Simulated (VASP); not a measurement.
# Si2Ni (C2/m) in VASP: single point with PBE

Aim: the single point of Si2Ni with PBE.

Program: VASP 6.6.1. These are calculated values, not measurements. Logs are shortened: lines on timing, memory, paths and dates and some standing lists are left out, and cuts for length are marked.

## Step 1: The cell of the first run

Symmetry: C2/m, No. 12, monoclinic system. The conventional cell has a = 6.671 Å, b = 3.851 Å, c = 6.671 Å, α = 90.00°, β = 109.47°, γ = 90.00°. Si (site symmetry m) has 4 Ni at 2.04 to 2.51 Å and 4 Si at 2.51 to 2.72 Å within 2.8 Å. Within 3.0 Å of Si (site symmetry m) lie 4 Ni at 2.25 to 2.68 Å and 6 Si at 2.51 to 2.97 Å. Within 2.7 Å of Ni (site symmetry m) lie 8 Si at 2.04 to 2.68 Å.

## Step 2: Single point, PBE (atoms displaced along a vibrational mode)

Contents of INCAR:

```
SYSTEM = Si2Ni
  PREC = Accurate
  ENCUT = 520
  EDIFF = 1E-6
  ISMEAR = 0
  SIGMA = 0.15
  LREAL = .False.
  LASPH = .True.
  NELM = 60
  ALGO = Normal
  ISIF = 2
  LWAVE = .False.
  LCHARG = .True.
  GGA = PE
  LELF = .True.
  LVHAR = .True.
  NBANDS = 27
```

Contents of KPOINTS:

```
regular mesh
0
Gamma
  12 12 14
  0 0 0
```

Contents of POSCAR:

```
Si2Ni
1.0
    0.0000000000     -2.7234129054     -2.7234129054
   -2.7234129054      0.0000000000     -2.7234129054
    2.7234129054      2.7234129054     -5.4468258107
Si Ni
4 2
Direct
    0.1567992693      0.1567992693      0.6144002436
    0.5932007307      0.5932007307      0.1355997564
    0.3432007307      0.3432007307      0.8855997564
    0.9067992693      0.9067992693      0.3644002436
    0.4811412112      0.4811412112      0.4989481393
    1.0188587888      0.0188587888      0.0010518607
```

Potentials or basis: VASP PAW PBE potentials, release 64 (Si, Ni).

Started as:

```console
$ cat potpaw_PBE.64/Si/POTCAR potpaw_PBE.64/Ni/POTCAR > POTCAR
$ mpirun -np 1 vasp_std > vasp.out
```

OUTCAR:

```text
SYSTEM = Si2Ni
   PREC = Accurate
   ENCUT = 520
   EDIFF = 1E-6
   ISMEAR = 0
   LREAL = .False.
   LASPH = .True.
   NELM = 60
   ISIF = 2
   GGA = PE

 ion  position               nearest neighbor table
   1  0.157  0.157  0.614-   5 2.04   6 2.43   5 2.51   5 2.51   3 2.51   4 2.72   4 2.72   4 2.72
                             3 2.97   3 2.97
   2  0.593  0.593  0.136-   6 2.25   6 2.25   5 2.29   4 2.51   4 2.51   6 2.68   3 2.72   3 2.72
                             3 2.72   4 2.97
   3  0.343  0.343  0.886-   6 2.04   5 2.43   6 2.51   6 2.51   1 2.51   2 2.72   2 2.72   2 2.72
                             1 2.97   1 2.97
   4  0.907  0.907  0.364-   5 2.25   5 2.25   6 2.29   2 2.51   2 2.51   5 2.68   1 2.72   1 2.72
                             1 2.72   2 2.97
   5  0.481  0.481  0.499-   1 2.04   4 2.25   4 2.25   2 2.29   3 2.43   1 2.51   1 2.51   4 2.68

   6  0.019  0.019  0.001-   3 2.04   2 2.25   2 2.25   4 2.29   1 2.43   3 2.51   3 2.51   2 2.68

  LATTYP: Found a trigonal (rhomboedric) cell.
 ALAT       =     6.6709719771
 COS(alpha) =     0.8333333333

  Lattice vectors:

 A1 = (   2.7234129054,   5.4468258108,  -2.7234129053)
 A2 = (   5.4468258108,   2.7234129054,  -2.7234129053)
 A3 = (   2.7234129054,   2.7234129054,  -5.4468258107)

Analysis of symmetry for initial positions (statically):
=====================================================================
 Subroutine PRICEL returns:
 Original cell was already a primitive cell.

 Routine SETGRP: Setting up the symmetry group for a
 trigonal (rhombohedral) supercell.

 Subroutine GETGRP returns: Found  4 space group operations
 (whereof  2 operations were pure point group operations)
 out of a pool of 12 trial point group operations.

The static configuration has the point symmetry C_1h.
 The point group associated with its full space group is C_2h.

Analysis of symmetry for dynamics (positions and initial velocities):
=====================================================================
 Subroutine PRICEL returns:
 Original cell was already a primitive cell.

 Routine SETGRP: Setting up the symmetry group for a
 trigonal (rhombohedral) supercell.

 Subroutine GETGRP returns: Found  4 space group operations
 (whereof  2 operations were pure point group operations)
 out of a pool of 12 trial point group operations.

The dynamic configuration has the point symmetry C_1h.
 The point group associated with its full space group is C_2h.

 Subroutine INISYM returns: Found  4 space group operations
 (whereof  2 operations are pure point group operations),
 and found     1 'primitive' translations

----------------------------------------------------------------------------------------

                                     Primitive cell

  volume of cell :      80.7980

  direct lattice vectors                    reciprocal lattice vectors
     0.000000000 -2.723412905 -2.723412905     0.091796583 -0.275389750 -0.091796583
    -2.723412905  0.000000000 -2.723412905    -0.275389750  0.091796583 -0.091796583
     2.723412905  2.723412905 -5.446825811     0.091796583  0.091796583 -0.091796583

  length of vectors
     3.851487467  3.851487467  6.670971977     0.304454824  0.304454824  0.158996346

  position of ions in fractional coordinates (direct lattice)
     0.156799269  0.156799269  0.614400244
     0.593200731  0.593200731  0.135599756
     0.343200731  0.343200731  0.885599756
     0.906799269  0.906799269  0.364400244
     0.481141211  0.481141211  0.498948139
     0.018858789  0.018858789  0.001051861

  ion indices of the primitive-cell ions
   primitive index   ion index
                 1           1
                 2           2
                 3           3
                 4           4
                 5           5
                 6           6

----------------------------------------------------------------------------------------

 KPOINTS: regular mesh

Automatic generation of k-mesh.
 Grid dimensions read from file:
 generate k-points for:   12   12   14

 Generating k-lattice:

  Cartesian coordinates                     Fractional coordinates (reciprocal lattice)
     0.007649715 -0.022949146 -0.007649715     0.083333333  0.000000000  0.000000000
    -0.022949146  0.007649715 -0.007649715     0.000000000  0.083333333  0.000000000
     0.006556899  0.006556899 -0.006556899     0.000000000  0.000000000  0.071428571

  Length of vectors
     0.025371235  0.025371235  0.011356882

  Shift w.r.t. Gamma in fractional coordinates (k-lattice)
     0.000000000  0.000000000  0.000000000

 -----------------------------------------------------------------------------
|                                                                             |
|           W    W    AA    RRRRR   N    N  II  N    N   GGGG   !!!           |
|           W    W   A  A   R    R  NN   N  II  NN   N  G    G  !!!           |
|           W    W  A    A  R    R  N N  N  II  N N  N  G       !!!           |
|           W WW W  AAAAAA  RRRRR   N  N N  II  N  N N  G  GGG   !            |
|           WW  WW  A    A  R   R   N   NN  II  N   NN  G    G                |
|           W    W  A    A  R    R  N    N  II  N    N   GGGG   !!!           |
|                                                                             |
|     Your reciprocal lattice and k-lattice belong to different lattice       |
|     classes:                                                                |
|                                                                             |
|        The reciprocal lattice is rhombohedral (trigonal),                   |
|        whereas your k-lattice is base-centered monoclinic.                  |
|                                                                             |
|     Results are often still useful ...                                      |
|                                                                             |
 -----------------------------------------------------------------------------

 WARNING: IBZKPT: internal override: KBLOWUP is changed to .FALSE.
      ... skipping the blow-up phase ...

 Subroutine IBZKPT returns following result:
 ===========================================

 Found    554 irreducible k-points:

 Following reciprocal coordinates:
            Coordinates               Weight
  0.000000  0.000000  0.000000      1.000000
  0.083333  0.000000  0.000000      4.000000
  0.166667  0.000000  0.000000      4.000000
  0.250000  0.000000 -0.000000      4.000000
  0.333333  0.000000  0.000000      4.000000
  0.416667  0.000000  0.000000      4.000000
[... 16 lines left out ...]
  0.500000  0.166667 -0.000000      4.000000
 -0.416667  0.166667  0.000000      4.000000
 [... further k-points ...]
   k-points           NKPTS =    554   k-points in BZ     NKDIM =    554   number of bands    NBANDS=     27
   number of dos      NEDOS =    301   number of ions     NIONS =      6
   total plane-waves  NPLWV =  45000
   dimension x,y,z NGX =    30 NGY =   30 NGZ =   50
   dimension x,y,z NGXF=    60 NGYF=   60 NGZF=  100
   ions per type =               4   2
   NGX,Y,Z   is equivalent  to a cutoff of  12.95, 12.95, 12.46 a.u.
   NGXF,Y,Z  is equivalent  to a cutoff of  25.90, 25.90, 24.92 a.u.
 SYSTEM =  Si2Ni
   PREC   = accura    normal or accurate (medium, high low for compatibility)
   ISTART =      0    job   : 0-new  1-cont  2-samecut
   ICHARG =      2    charge: 1-file 2-atom 10-const
   ISPIN  =      1    spin polarized calculation?
   LNONCOLLINEAR =      F non collinear calculations
   LSORBIT =      F    spin-orbit coupling
   LASPH  =      T    aspherical Exc in radial PAW
   ENCUT  =  520.0 eV  38.22 Ry    6.18 a.u.   7.16  7.16 12.40*2*pi/ulx,y,z
   NELM   =     60;   NELMIN=  2; NELMDL= -5     # of ELM steps
   EDIFF  = 0.1E-05   stopping-criterion for ELM
   LREAL  =      F    real-space projection
   EDIFFG = 0.1E-04   stopping-criterion for IOM
   NSW    =      0    number of steps for IOM
   IBRION =     -1    ionic relax: 0-MD 1-quasi-New 2-CG
   NFREE  =      0    steps in history (QN), initial steepest desc. (CG)
   ISIF   =      2    stress and relaxation
   ISYM   =      2    0-nonsym 1-usesym 2-fastsym
   POTIM  = 0.5000    time-step for ionic-motion
   TEBEG  =    0.0;   TEEND  =   0.0 temperature during run
   PSTRESS=    0.0 pullay stress
   NELECT =      36.0000    total number of electrons
   NUPDOWN=      -1.0000    fix difference up-down
   EMIN   =  10.00;   EMAX   =-10.00  energy-range for DOS
   EFERMI =   0.00;   METHOD = LEGACY
   ISMEAR =     0;   SIGMA  =   0.15  broadening in eV -4-tet -1-fermi 0-gaus
   EFERMI_NEDOS =   21; number of points for ismear=-14 and -15
   IALGO  =     38    algorithm
   IMIX   =      4    mixing-type and parameters
     AMIX     =   0.40;   BMIX     =  1.00
     AMIX_MAG =   1.60;   BMIX_MAG =  1.00
  volume/ion in A,a.u.               =      13.47        90.88
  Fermi-wavevector in a.u.,A,eV,Ry     =   1.250380  2.362876 21.272046  1.563451
  Thomas-Fermi vector in A             =   2.384377
   LORBIT       =      0    0 simple, 1 ext, 2 COOP (PROOUT), +10 PAW based schemes
   GGA     = PE    functional components
   LHFCALC =     F    Hartree Fock is set to
   AEXX    =    0.0000 exact exchange contribution
   IVDW    =     0    specifies the selected vdW correction
   LEPSILON=     F    determine dielectric tensor
   LRPA    =     F    only Hartree local field effects (RPA)
 non-spin polarized calculation
 Gauss-broadening in eV      SIGMA  =   0.15
  energy-cutoff  :      520.00
  volume of cell :       80.80
 maximum number of plane-waves:      2203
 NGX is ok and might be reduce to    30
   NGX = 15   NGY = 15   NGZ = 25

 number of electron      35.9999992 magnetization

 Free energy of the ion-electron system (eV)
  ---------------------------------------------------
  ext. energy  EPLUGINS =         0.00000000
  ---------------------------------------------------
  free energy    TOTEN  =       -33.33410121 eV

  energy without entropy =      -33.31167448  energy(sigma->0) =      -33.32288784

 E-fermi :  10.0348     XC(G=0): -11.4579

 val. band max:       10.0329378968   @ k =   0.2500   0.2500  -0.0000
 cond. band min:      10.0385211807   @ k =  -0.1667   0.3333   0.4286
 fundamental gap:      0.0055832839
 Fermi energy:        10.0348138634

 k-point     1 :       0.0000    0.0000    0.0000
  band No.  band energies     occupation
      1      -3.6305      2.00000
      2      -0.3548      2.00000
      3       0.0888      2.00000
      4       4.8268      2.00000
      5       4.8301      2.00000
      6       5.0083      2.00000
[... 709 lines left out ...]
     26      16.6182      0.00000
     27      16.9739      0.00000

 [... further k-points ...]
[... 5 lines left out ...]
  --------------------------------------------------------------------------------------
  -------------------------------------------------------------------------------------
  Total        4.8718100      4.8718100      3.3674746      2.5041852      2.6336845      2.6336844
  in kB       96.6051904     96.6051904     66.7750852     49.6565527     52.2244498     52.2244468
  external PRESSURE =      86.6618220 kB  Pullay stress =       0.0000000 kB

 VOLUME and BASIS-vectors are now :
 -----------------------------------------------------------------------------
  energy-cutoff  :      520.00
  volume of cell :       80.80
      direct lattice vectors                 reciprocal lattice vectors
     0.000000000 -2.723412905 -2.723412905     0.091796583 -0.275389750 -0.091796583
    -2.723412905  0.000000000 -2.723412905    -0.275389750  0.091796583 -0.091796583
     2.723412905  2.723412905 -5.446825811     0.091796583  0.091796583 -0.091796583

 POSITION                                       TOTAL-FORCE (eV/Angst)
 -----------------------------------------------------------------------------------
      1.24624      1.24624     -4.20059         2.025341      2.025341      2.270579
     -1.24624     -1.24624     -3.96965        -1.035446     -1.035446     -0.652120
      1.47718      1.47718     -6.69306        -2.025341     -2.025341     -2.270579
     -1.47718     -1.47718     -6.92400         1.035446      1.035446      0.652120
      0.04850      0.04850     -5.33838        -1.618642     -1.618642     -2.957973
     -0.04850     -0.04850     -0.10845         1.618642      1.618642      2.957973
 -----------------------------------------------------------------------------------
    total drift:                               -0.000000      0.000000      0.000000

  FREE ENERGIE OF THE ION-ELECTRON SYSTEM (eV)
  ---------------------------------------------------
  free  energy   TOTEN  =       -33.3341012080 eV

  energy  without entropy=      -33.3116744751  energy(sigma->0) =      -33.32288784
```

It took 39 min on 1 thread of Intel Xeon 8259CL, shared host; peak memory 0.97 GiB.

Results:

```yaml
Free_energy: -33.3341 eV
Pressure: 8.7 GPa
Largest_force: 3.740 eV/Å
Band_gap_on_the_k_mesh: zero (bands 18 and 19 overlap by 1.71 eV)
```

Forces in eV/Å, atoms in the order of the input:
```
Si   2.025  2.025  2.271
Si  -1.035 -1.035 -0.652
Si  -2.025 -2.025 -2.271
Si   1.035  1.035  0.652
Ni  -1.619 -1.619 -2.958
Ni   1.619  1.619  2.958
```

Caveat: the cell differs from its parent crystal (atoms displaced along a vibrational mode); the cell stands under pressure; forces of over 1 eV/Å act on the atoms, so gaps and moduli don't describe the material at rest. Spin polarisation is off, so any magnetic state and its effect on volume and gap are missing.
